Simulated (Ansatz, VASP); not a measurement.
# MgGeSb2 in VASP and in Ansatz

```
Mg Sb Ge
1.0
     4.43309    0.00000    0.00000
     0.00000    4.43309    0.00000
     0.00000    0.00000   13.00295
Mg Sb Ge
2 4 2
Cartesian
  2.2165 0.0000 11.3293
  0.0000 2.2165 1.6737
  2.2165 2.2165 0.0000
  0.0000 0.0000 3.4084
  2.2165 2.2165 6.5015
  0.0000 0.0000 9.5945
  2.2165 0.0000 4.9301
  0.0000 2.2165 8.0728
```

Alike in both runs: task single point; functional PBE; k mesh 6 × 6 × 2; occupations fermi-dirac, width 0.02 eV; no spin polarisation.

|  | VASP | Ansatz |
| --- | --- | --- |
| version | VASP 6.6.1 | Ansatz 0.2.0 |
| potentials or method | VASP PAW PBE potentials, release 64 (Mg, Sb, Ge_d) | plane waves, PAW |
| plane-wave cutoff (eV) | 520 | 420 |
| valence electrons in the cell | 52 | 108 |

VASP gave:

| Quantity | Value |
| --- | --- |
| pressure (GPa) | 1.2 |
| rms of the force components (eV/Å) | 0.016 |

Question: Estimate Ansatz's values.

Answer: Pressure (GPa): 1.2; rms of the force components (eV/Å): 0.011.

VASP's potentials hold 52 valence electrons a cell and Ansatz's 108, so a difference there can come from the potentials and not from the codes.

Spin-orbit coupling is off throughout.
